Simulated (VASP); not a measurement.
NaCl: dielectric tensor with PBE

NaCl:

```
Cl Na
1.0
     3.50219    0.00000    0.00000
     0.00000    3.50219    0.00000
     0.00000    0.00000    3.50219
Cl Na
1 1
Direct
  0.50000 0.50000 0.50000
  0.00000 0.00000 0.00000
```

```yaml
Program: VASP 6.6.1
Task: dielectric tensor
Functional: PBE
Potentials_or_basis: VASP PAW PBE potentials, release 64 (Cl, Na_pv)
Cutoff: 400 eV
k_mesh: 8 × 8 × 8
Occupations: gaussian, width 0.01 eV
Spin: no spin polarisation
Dipole_correction: no
Further_INCAR_settings: ALGO = Normal; EDIFF = 1e-08
```

| Item | Value |
| --- | --- |
| Band gap on the k mesh | 3.97 eV, indirect (least direct gap 4.46 eV) |
| Electronic dielectric tensor (diagonal) | 2.70 |
| Born charges (mean of the diagonal) | Cl -1.19; Na +1.19 e |

Levels at points of the mesh, in eV from the valence-band top:
| k point | band 3 | band 4 | band 5 | band 6 | band 7 | band 8 | band 9 | band 10 | band 11 |
| --- | --- | --- | --- | --- | --- | --- | --- | --- | --- |
| (0.00, 0.00, 0.00) | -22.07 | -13.38 | -0.49 | -0.49 | -0.49 | 3.97 | 8.58 | 8.58 | 15.69 |
| (0.50, 0.00, 0.00) | -22.07 | -13.02 | -2.94 | -0.26 | -0.26 | 6.92 | 8.56 | 10.51 | 11.84 |
| (0.50, 0.50, 0.00) | -22.06 | -12.76 | -2.26 | -2.26 | 0.00 | 5.54 | 9.88 | 11.02 | 11.02 |
| (0.50, 0.50, 0.50) | -22.10 | -12.48 | -1.84 | -1.84 | -1.84 | 7.12 | 7.12 | 7.12 | 11.65 |

Electronic dielectric tensor:
```
2.70 0.00 0.00
0.00 2.70 0.00
0.00 0.00 2.70
```

Born effective charge tensors (e):
atom 1, Cl
```
-1.19  0.00  0.00
 0.00 -1.19  0.00
 0.00  0.00 -1.19
```
atom 2, Na
```
1.19 0.00 0.00
0.00 1.19 0.00
0.00 0.00 1.19
```

Wall time 100 s on 1 thread of Intel(R) Xeon(R) Platinum 8259CL CPU @ 2.50GHz (Skylake/Cascade Lake) (shared host), peak memory 0.18 GiB.

A k mesh can miss the band edges.
